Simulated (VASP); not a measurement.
A run of VASP 6.6.1 is set up as follows.

INCAR

```
PREC = Accurate
ENCUT = 600
EDIFF = 1E-6
ISMEAR = 0
SIGMA = 0.02
LREAL = F
LASPH = T
NELM = 80
ALGO = Normal
ISIF = 3
LWAVE = F
LCHARG = F
GGA = PE
IBRION = 2
NSW = 70
EDIFFG = -0.008
PSTRESS = 600.0
```

Contents of KPOINTS:

```
Automatic mesh
0
Gamma
  6 6 6
```

File POSCAR:

```
KZnF3
1.0
    3.7058897582      0.0000000000      0.0000000000
    0.0000000000      3.7058897582      0.0000000000
    0.0000000000      0.0000000000      3.7058897582
K Zn F
1 1 3
Direct
    0.0000000000      0.0000000000      0.0000000000
    0.5000000000      0.5000000000      0.5000000000
    0.0000000000      0.5000000000      0.5000000000
    0.5000000000      0.0000000000      0.5000000000
    0.5000000000      0.5000000000      0.0000000000
```

Potentials or basis: VASP PAW PBE potentials, release 64 (K_sv, Zn, F).

Launch:

```sh
$ cat potpaw_PBE.64/K_sv/POTCAR potpaw_PBE.64/Zn/POTCAR potpaw_PBE.64/F/POTCAR > POTCAR
$ mpirun -np 1 vasp_std > vasp.out
```

Task: What does it give for the space group after relaxing (to 0.1 Å)?

Result: Pm-3m (No. 221).

Task: Predict the relaxed cell.

Result: a = 3.661 Å, b = 3.661 Å, c = 3.661 Å, α = 90.00°, β = 90.00°, γ = 90.00°.

Task: Predict the relaxed volume.

Result: 9.81 Å³/atom.

Task: Predict the band gap on the k mesh.

Result: 4.72 eV (least direct gap 7.62 eV).

Final structure:
```
K Zn F
1.0
     3.66104    0.00000    0.00000
     0.00000    3.66104    0.00000
     0.00000    0.00000    3.66104
K Zn F
1 1 3
Direct
  0.00000 0.00000 0.00000
  0.50000 0.50000 0.50000
  0.00000 0.50000 0.50000
  0.50000 0.00000 0.50000
  0.50000 0.50000 0.00000
```

Caveat: the cell is relaxed towards a set pressure, so the run minimises the enthalpy, not the energy. A k mesh can miss the band edges.
